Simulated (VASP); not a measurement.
# GaSb (I-4m2) in VASP: a series of runs

GaSb is run at these levels: PBE; tasks: electric field gradients.

All numbers are computed with VASP 6.6.1; they aren't measurements. Logs are shortened: lines on timing, memory, paths and dates and some standing lists are left out, and cuts for length are marked.

## 1. The cell of the first run

Symmetry: I-4m2, No. 119, tetragonal system. Conventional cell: a = 4.348 Å, b = 4.348 Å, c = 6.057 Å, α = 90.00°, β = 90.00°, γ = 90.00°. Ga (site symmetry -4m2) has 4 Sb at 2.65 Å within 3.5 Å. Sb (site symmetry -4m2) has 4 Ga at 2.65 Å within 3.5 Å.

## 2. Electric field gradients, PBE (z stretched by -1 % at fixed volume)

The input, INCAR:

```
  PREC = Accurate
  ENCUT = 520
  EDIFF = 1E-8
  ISMEAR = -1
  SIGMA = 0.08
  LREAL = F
  LASPH = T
  NELM = 60
  ALGO = Normal
  ISIF = 2
  LWAVE = F
  LCHARG = F
  GGA = PE
  LEFG = T
  NBANDS = 16
```

The input, KPOINTS:

```
regular mesh
0
Gamma
  12 12 12
```

The input, POSCAR:

```
GaSb
1.0
    0.0000000000      3.0744106770      3.0284100000
    3.0744106770      0.0000000000      3.0284100000
    3.0744106770      3.0744106770      0.0000000000
Ga Sb
1 1
Direct
    0.0000000000      0.0000000000      0.0000000000
    0.7500000000      0.7500000000      0.7500000000
```

Potentials or basis: VASP PAW PBE potentials, release 64 (Ga_d, Sb).

Started as:

```bash
$ cat potpaw_PBE.64/Ga_d/POTCAR potpaw_PBE.64/Sb/POTCAR > POTCAR
$ mpirun -np 1 vasp_std > vasp.out
```

OUTCAR:

```text
PREC = Accurate
   ENCUT = 520
   EDIFF = 1E-8
   ISMEAR = -1
   LREAL = F
   LASPH = T
   NELM = 60
   ISIF = 2
   GGA = PE

 ion  position               nearest neighbor table
   1  0.000  0.000  0.000-   2 2.65   2 2.65   2 2.65   2 2.65
   2  0.750  0.750  0.750-   1 2.65   1 2.65   1 2.65   1 2.65

  LATTYP: Found a body centered tetragonal cell.
 ALAT       =     4.3478732757
 C/A-ratio  =     1.3930534806

  Lattice vectors:

 A1 = (   0.0000000000,  -3.0744106770,  -3.0284100000)
 A2 = (   0.0000000000,   3.0744106770,  -3.0284100000)
 A3 = (   3.0744106770,   0.0000000000,   3.0284100000)

Analysis of symmetry for initial positions (statically):
=====================================================================
 Subroutine PRICEL returns:
 Original cell was already a primitive cell.

 Routine SETGRP: Setting up the symmetry group for a
 body centered tetragonal supercell.

 Subroutine GETGRP returns: Found  8 space group operations
 (whereof  8 operations were pure point group operations)
 out of a pool of 16 trial point group operations.

The static configuration has the point symmetry D_2d.

Analysis of symmetry for dynamics (positions and initial velocities):
=====================================================================
 Subroutine PRICEL returns:
 Original cell was already a primitive cell.

 Routine SETGRP: Setting up the symmetry group for a
 body centered tetragonal supercell.

 Subroutine GETGRP returns: Found  8 space group operations
 (whereof  8 operations were pure point group operations)
 out of a pool of 16 trial point group operations.

The dynamic configuration has the point symmetry D_2d.

 Subroutine INISYM returns: Found  8 space group operations
 (whereof  8 operations are pure point group operations),
 and found     1 'primitive' translations

----------------------------------------------------------------------------------------

                                     Primitive cell

  volume of cell :      57.2491

  direct lattice vectors                    reciprocal lattice vectors
     0.000000000  3.074410677  3.028410000    -0.162632795  0.162632795  0.165103140
     3.074410677  0.000000000  3.028410000     0.162632795 -0.162632795  0.165103140
     3.074410677  3.074410677  0.000000000     0.162632795  0.162632795 -0.165103140

  length of vectors
     4.315468473  4.315468473  4.347873276     0.283121703  0.283121703  0.283121703

  position of ions in fractional coordinates (direct lattice)
     0.000000000  0.000000000  0.000000000
     0.750000000  0.750000000  0.750000000

  ion indices of the primitive-cell ions
   primitive index   ion index
                 1           1
                 2           2

----------------------------------------------------------------------------------------

 KPOINTS: regular mesh

Automatic generation of k-mesh.
 Grid dimensions read from file:
 generate k-points for:   12   12   12

 Generating k-lattice:

  Cartesian coordinates                     Fractional coordinates (reciprocal lattice)
    -0.013552733  0.013552733  0.013758595     0.083333333  0.000000000  0.000000000
     0.013552733 -0.013552733  0.013758595     0.000000000  0.083333333  0.000000000
     0.013552733  0.013552733 -0.013758595     0.000000000  0.000000000  0.083333333

  Length of vectors
     0.023593475  0.023593475  0.023593475

  Shift w.r.t. Gamma in fractional coordinates (k-lattice)
     0.000000000  0.000000000  0.000000000

 Subroutine IBZKPT returns following result:
 ===========================================

 Found    163 irreducible k-points:

 Following reciprocal coordinates:
            Coordinates               Weight
  0.000000  0.000000  0.000000      1.000000
  0.083333 -0.000000  0.000000      8.000000
  0.166667 -0.000000  0.000000      8.000000
  0.250000 -0.000000  0.000000      8.000000
  0.333333 -0.000000  0.000000      8.000000
  0.416667 -0.000000  0.000000      8.000000
[... 16 lines left out ...]
  0.500000  0.166667  0.000000      8.000000
 -0.416667  0.166667  0.000000      8.000000
 [... further k-points ...]
   k-points           NKPTS =    163   k-points in BZ     NKDIM =    163   number of bands    NBANDS=     16
   number of dos      NEDOS =    301   number of ions     NIONS =      2
   total plane-waves  NPLWV =  32768
   dimension x,y,z NGX =    32 NGY =   32 NGZ =   32
   dimension x,y,z NGXF=    64 NGYF=   64 NGZF=   64
   ions per type =               1   1
   NGX,Y,Z   is equivalent  to a cutoff of  12.33, 12.33, 12.24 a.u.
   NGXF,Y,Z  is equivalent  to a cutoff of  24.65, 24.65, 24.47 a.u.
 SYSTEM =  unknown system
   PREC   = accura    normal or accurate (medium, high low for compatibility)
   ISTART =      0    job   : 0-new  1-cont  2-samecut
   ICHARG =      2    charge: 1-file 2-atom 10-const
   ISPIN  =      1    spin polarized calculation?
   LNONCOLLINEAR =      F non collinear calculations
   LSORBIT =      F    spin-orbit coupling
   LASPH  =      T    aspherical Exc in radial PAW
   ENCUT  =  520.0 eV  38.22 Ry    6.18 a.u.   8.02  8.02  8.08*2*pi/ulx,y,z
   NELM   =     60;   NELMIN=  2; NELMDL= -5     # of ELM steps
   EDIFF  = 0.1E-07   stopping-criterion for ELM
   LREAL  =      F    real-space projection
   EDIFFG = 0.1E-06   stopping-criterion for IOM
   NSW    =      0    number of steps for IOM
   IBRION =     -1    ionic relax: 0-MD 1-quasi-New 2-CG
   NFREE  =      0    steps in history (QN), initial steepest desc. (CG)
   ISIF   =      2    stress and relaxation
   ISYM   =      2    0-nonsym 1-usesym 2-fastsym
   POTIM  = 0.5000    time-step for ionic-motion
   TEBEG  =    0.0;   TEEND  =   0.0 temperature during run
   PSTRESS=    0.0 pullay stress
   NELECT =      18.0000    total number of electrons
   NUPDOWN=      -1.0000    fix difference up-down
   EMIN   =  10.00;   EMAX   =-10.00  energy-range for DOS
   EFERMI =   0.00;   METHOD = LEGACY
   ISMEAR =    -1;   SIGMA  =   0.08  broadening in eV -4-tet -1-fermi 0-gaus
   EFERMI_NEDOS =   21; number of points for ismear=-14 and -15
   IALGO  =     38    algorithm
   IMIX   =      4    mixing-type and parameters
     AMIX     =   0.40;   BMIX     =  1.00
     AMIX_MAG =   1.60;   BMIX_MAG =  1.00
  volume/ion in A,a.u.               =      28.62       193.17
  Fermi-wavevector in a.u.,A,eV,Ry     =   1.113208  2.103657 16.860766  1.239231
  Thomas-Fermi vector in A             =   2.249790
   LORBIT       =      0    0 simple, 1 ext, 2 COOP (PROOUT), +10 PAW based schemes
   GGA     = PE    functional components
   LHFCALC =     F    Hartree Fock is set to
   AEXX    =    0.0000 exact exchange contribution
   IVDW    =     0    specifies the selected vdW correction
   LEPSILON=     F    determine dielectric tensor
   LRPA    =     F    only Hartree local field effects (RPA)
 non-spin polarized calculation
  energy-cutoff  :      520.00
  volume of cell :       57.25
 maximum number of plane-waves:      1580
   NGX = 17   NGY = 17   NGZ = 17

 number of electron      17.9999987 magnetization

 Free energy of the ion-electron system (eV)
  ---------------------------------------------------
  ext. energy  EPLUGINS =         0.00000000
  ---------------------------------------------------
  free energy    TOTEN  =        -7.35188600 eV

  energy without entropy =       -7.35115595  energy(sigma->0) =       -7.35152097

 E-fermi :   5.0303     XC(G=0):  -9.0900

 val. band max:        4.9257827459   @ k =   0.0000   0.0000   0.0000
 cond. band min:       5.2696892912   @ k =   0.5000  -0.0000   0.0000
 fundamental gap:      0.3439065453
 Fermi energy:         5.0303276659

 k-point     1 :       0.0000    0.0000    0.0000
  band No.  band energies     occupation
      1     -10.1641      2.00000
      2     -10.1641      2.00000
      3     -10.1620      2.00000
      4     -10.1146      2.00000
      5     -10.1127      2.00000
      6      -6.6070      2.00000
[... 8 lines left out ...]
     15      13.3379      0.00000
     16      13.5787      0.00000
[... 419 lines left out ...]
 k-point    24 :      -0.4167    0.1667    0.0000
  band No.  band energies     occupation
      1     -10.1938      2.00000
      2     -10.1500      2.00000
      3     -10.1500      2.00000
      4     -10.1165      2.00000
      5     -10.1125      2.00000
      6      -4.7899      2.00000
[... 8 lines left out ...]
     15      13.5711      0.00000
     16      14.0709      0.00000

 [... further k-points ...]

------------------------ aborting loop because EDIFF is reached ----------------------------------------

  FORCE on cell =-STRESS in cart. coord.  units (eV):
  Direction    XX          YY          ZZ          XY          YZ          ZX
  --------------------------------------------------------------------------------------
  -------------------------------------------------------------------------------------
  Total        0.7903168      0.7903168      1.0114334      0.0000000      0.0000000      0.0000000
  in kB       22.1178741     22.1178741     28.3060625      0.0000000      0.0000000      0.0000000
  external PRESSURE =      24.1806035 kB  Pullay stress =       0.0000000 kB

 VOLUME and BASIS-vectors are now :
 -----------------------------------------------------------------------------
  energy-cutoff  :      520.00
  volume of cell :       57.25
      direct lattice vectors                 reciprocal lattice vectors
     0.000000000  3.074410677  3.028410000    -0.162632795  0.162632795  0.165103140
     3.074410677  0.000000000  3.028410000     0.162632795 -0.162632795  0.165103140
     3.074410677  3.074410677  0.000000000     0.162632795  0.162632795 -0.165103140

 POSITION                                       TOTAL-FORCE (eV/Angst)
 -----------------------------------------------------------------------------------
      0.00000      0.00000      0.00000         0.000000      0.000000      0.000000
      4.61162      4.61162      4.54261        -0.000000     -0.000000     -0.000000
 -----------------------------------------------------------------------------------
    total drift:                               -0.000002     -0.000002     -0.000001

  FREE ENERGIE OF THE ION-ELECTRON SYSTEM (eV)
  ---------------------------------------------------
  free  energy   TOTEN  =        -7.3518860011 eV

  energy  without entropy=       -7.3511559480  energy(sigma->0) =       -7.35152097

 Electric field gradients (V/A^2)
---------------------------------------------------------------------
 ion       V_xx      V_yy      V_zz      V_xy      V_xz      V_yz
---------------------------------------------------------------------
   1      -0.873    -0.873     1.747    -0.001    -0.001    -0.001
   2       1.620     1.620    -3.240     0.000     0.000     0.000
---------------------------------------------------------------------

 Electric field gradients after diagonalization (V/A^2)
 (convention: |V_zz| > |V_xx| > |V_yy|)
----------------------------------------------------------------------
 ion       V_xx      V_yy      V_zz     asymmetry (V_yy - V_xx)/ V_zz
----------------------------------------------------------------------
   1      -0.874    -0.873     1.747       0.001
   2       1.620     1.620    -3.240       0.000
----------------------------------------------------------------------

           NMR quadrupolar parameters

 Cq : quadrupolar parameter    Cq=e*Q*V_zz/h
 eta: asymmetry parameters     (V_yy - V_xx)/ V_zz
 Q  : nuclear electric quadrupole moment in mb (millibarn)
----------------------------------------------------------------------
 ion       Cq(MHz)       eta       Q (mb)
----------------------------------------------------------------------
   1       0.004       0.001       1.000
   2      -0.008       0.000       1.000
----------------------------------------------------------------------
```

It took 2.9 min on 1 thread of AMD EPYC 7R43 (Zen 3), shared host; peak memory 0.26 GiB.

What came out:

```
Free energy                             : -7.3519 eV
Pressure                                : 2.4 GPa
Band gap on the k mesh                  : 0.02 eV
Largest electric field gradient by atom : Ga +1.7; Sb -3.2 V/Å²
```

Stress tensor (GPa, compression positive):
```
2.21 0.00 0.00
0.00 2.21 0.00
0.00 0.00 2.83
```

Electric field gradients, principal values (V/Å²):
| atom | least | middle | greatest (by size) |
| --- | --- | --- | --- |
| 1 Ga | -0.873 | -0.874 | 1.747 |
| 2 Sb | 1.620 | 1.620 | -3.240 |

Caveat: the smearing spreads over this small gap; semilocal functionals underestimate gaps, and a narrow one can read as zero; without QUAD_EFG the Cq values of the log hold for a quadrupole moment of 1 mb, not for the nuclei; spin-orbit coupling is left out, which moves the levels of the heavy elements.

## 3. Electric field gradients, PBE (x and y stretched by +2 %, z held)

The input, INCAR:

```
SYSTEM = GaSb
ALGO = Normal
EDIFF = 1E-8
ENCUT = 520
GGA = PE
ISIF = 2
ISMEAR = -1
LASPH = .True.
LCHARG = .False.
LEFG = .True.
LREAL = .False.
LWAVE = .False.
NBANDS = 16
NELM = 60
PREC = Accurate
SIGMA = 0.08
```

The input, KPOINTS:

```
k-points
0
Gamma
  12 12 12
  0 0 0
```

The input, POSCAR:

```
GaSb
1.0
    0.0000000000      3.1201800000      3.0590000000
    3.1201800000      0.0000000000      3.0590000000
    3.1201800000      3.1201800000      0.0000000000
Ga Sb
1 1
Direct
    0.0000000000      0.0000000000      0.0000000000
    0.7500000000      0.7500000000      0.7500000000
```

Potentials or basis: VASP PAW PBE potentials, release 64 (Ga_d, Sb).

Started as:

```bash
$ cat potpaw_PBE.64/Ga_d/POTCAR potpaw_PBE.64/Sb/POTCAR > POTCAR
$ mpirun -np 1 vasp_std > vasp.out
```

OUTCAR:

```text
SYSTEM = GaSb
   EDIFF = 1E-8
   ENCUT = 520
   GGA = PE
   ISIF = 2
   ISMEAR = -1
   LASPH = .True.
   LREAL = .False.
   NELM = 60
   PREC = Accurate

 ion  position               nearest neighbor table
   1  0.000  0.000  0.000-   2 2.68   2 2.68   2 2.68   2 2.68
   2  0.750  0.750  0.750-   1 2.68   1 2.68   1 2.68   1 2.68

  LATTYP: Found a body centered tetragonal cell.
 ALAT       =     4.4126008730
 C/A-ratio  =     1.3864838847

  Lattice vectors:

 A1 = (   0.0000000000,  -3.1201800000,  -3.0590000000)
[... 669 lines left out ...]
  free  energy   TOTEN  =        -7.3708407294 eV

  energy  without entropy=       -7.3698361495  energy(sigma->0) =       -7.37033844

 Electric field gradients (V/A^2)
---------------------------------------------------------------------
 ion       V_xx      V_yy      V_zz      V_xy      V_xz      V_yz
---------------------------------------------------------------------
   1      -1.195    -1.195     2.390    -0.001     0.001     0.001
   2       1.932     1.932    -3.864     0.000    -0.000    -0.000
---------------------------------------------------------------------

 Electric field gradients after diagonalization (V/A^2)
 (convention: |V_zz| > |V_xx| > |V_yy|)
----------------------------------------------------------------------
 ion       V_xx      V_yy      V_zz     asymmetry (V_yy - V_xx)/ V_zz
----------------------------------------------------------------------
   1      -1.196    -1.194     2.390       0.001
   2       1.932     1.932    -3.864       0.000
----------------------------------------------------------------------

           NMR quadrupolar parameters

 Cq : quadrupolar parameter    Cq=e*Q*V_zz/h
 eta: asymmetry parameters     (V_yy - V_xx)/ V_zz
 Q  : nuclear electric quadrupole moment in mb (millibarn)
----------------------------------------------------------------------
 ion       Cq(MHz)       eta       Q (mb)
----------------------------------------------------------------------
   1       0.006       0.001       1.000
   2      -0.009       0.000       1.000
----------------------------------------------------------------------
```

stdout:

```text
POSCAR found type information on POSCAR GaSb
 POSCAR found :  2 types and       2 ions
 scaLAPACK will be used
 LDA part: xc-table for (Slater+PW92), standard interpolation
 POSCAR, INCAR and KPOINTS ok, starting setup
 FFT: planning ... GRIDC
 FFT: planning ... GRID_SOFT
 FFT: planning ... GRID
 WAVECAR not read
 entering main loop
ion   1

ion   2
```

Run time: 3.6 min. Hardware: 1 thread of AMD EPYC 7R43 (Zen 3), shared host; peak memory 0.26 GiB.

Results:

| Quantity | Value |
| --- | --- |
| Free energy | -7.3708 eV |
| Pressure | 0.4 GPa |
| Band gap on the k mesh | 0.11 eV |
| Largest electric field gradient by atom | Ga +2.4; Sb -3.9 V/Å² |

Stress tensor (GPa, compression positive):
```
0.13 0.00 0.00
0.00 0.13 0.00
0.00 0.00 0.92
```

Electric field gradients, principal values (V/Å²):
```csv
atom,least,middle,greatest (by size)
1 Ga,-1.194,-1.196,2.390
2 Sb,1.932,1.932,-3.864
```

Caveat: the cell differs from its parent crystal (x and y stretched by +2 %, z held); the smearing spreads over this small gap; semilocal functionals underestimate gaps, and a narrow one can read as zero; without QUAD_EFG the Cq values of the log hold for a quadrupole moment of 1 mb, not for the nuclei; spin-orbit coupling is left out, which moves the levels of the heavy elements. A k mesh can miss the band edges.

(Continued in part 2 of 2.)

The gap in the log of VASP goes by the Fermi energy; the results here count the filled bands.